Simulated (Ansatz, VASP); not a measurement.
Two plane-wave programs on KNb2W2

```xyz
5
Lattice="4.2756 0.0000 0.0000 -2.1378 3.7027 0.0000 0.0000 0.0000 7.2057" Properties=species:S:1:pos:R:3 pbc="T T T"
K     0.0000    0.0000    0.0000
Nb    0.0000    2.4685    4.4675
Nb    2.1378    1.2342    2.7382
W     0.0000    2.4685    1.8735
W     2.1378    1.2342    5.3322
```

Change from the starting cell: species swapped into the EuMn2As2 type (P-3m1, No. 164).

Alike in both runs: task single point; functional PBE; k mesh 6 × 6 × 4; occupations gaussian, width 0.1 eV; no spin polarisation.

|  | VASP | Ansatz |
| --- | --- | --- |
| version | VASP 6.6.1 | Ansatz 0.2.0 |
| potentials or method | VASP PAW PBE potentials, release 64 (K_sv, Nb_sv, W_sv), cutoff 520 eV | scalar-relativistic, plane waves, PAW |
| valence electrons in the cell | 63 | 63 |

```tsv
	VASP	Ansatz	Ansatz less VASP
gap on the k mesh at the Fermi level (eV)	none	none	-
pressure (GPa)	5.0	5.0	-0.05
traceless stress, the component that is largest in VASP (GPa)	-1.97	-1.99	-0.012
rms of the force components (eV/Å)	0.401	0.397	-0.0046
```

Atom by atom the forces differ by 0.008 eV/Å (rms over components). A gap of «none» marks a metal or a gap that the smearing closes. The functional is the same, so the differences come from potentials, cutoffs and numerics.

Neither program's run includes spin-orbit coupling.
